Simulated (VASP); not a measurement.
A run of VASP 6.6.1:

Contents of INCAR:

```
SYSTEM = MoS2
PREC = Accurate
ENCUT = 520
EDIFF = 1E-6
ISMEAR = 0
SIGMA = 0.05
LREAL = .FALSE.
LASPH = .TRUE.
NELM = 60
ALGO = Normal
ISIF = 2
LWAVE = .FALSE.
LCHARG = .FALSE.
GGA = PE
NBANDS = 35
```

The input KPOINTS:

```
Automatic mesh
0
G
  12 12 2
  0 0 0
```

The input POSCAR:

```
MoS2
1.0
    3.1855822578      0.0000000000      0.0000000000
   -1.5927911289      2.7587951611      0.0000000000
    0.0000000000      0.0000000000     14.5104515858
Mo S
2 4
Direct
    0.3490290511      0.6823623844      0.2500000000
    0.6666666667      0.3333333333      0.7500000000
    0.3333333333      0.6666666667      0.6423151295
    0.6666666667      0.3333333333      0.1423151295
    0.3333333333      0.6666666667      0.8576848705
    0.6666666667      0.3333333333      0.3576848705
```

Potentials or basis: VASP PAW PBE potentials, release 64 (Mo_sv, S).

Run with:

```bash
$ cat potpaw_PBE.64/Mo_sv/POTCAR potpaw_PBE.64/S/POTCAR > POTCAR
$ mpirun -np 1 vasp_std > vasp.out
```

Hardware: 1 thread of Intel(R) Xeon(R) Platinum 8259CL CPU @ 2.50GHz (Skylake/Cascade Lake) (shared host).

Q: Estimate the wall time of this run.

A: It took 7.7 min on 1 thread of Intel(R) Xeon(R) Platinum 8259CL CPU @ 2.50GHz (Skylake/Cascade Lake) (shared host), peak memory 0.6 GiB. Counts: scf iterations 16, k points 148.
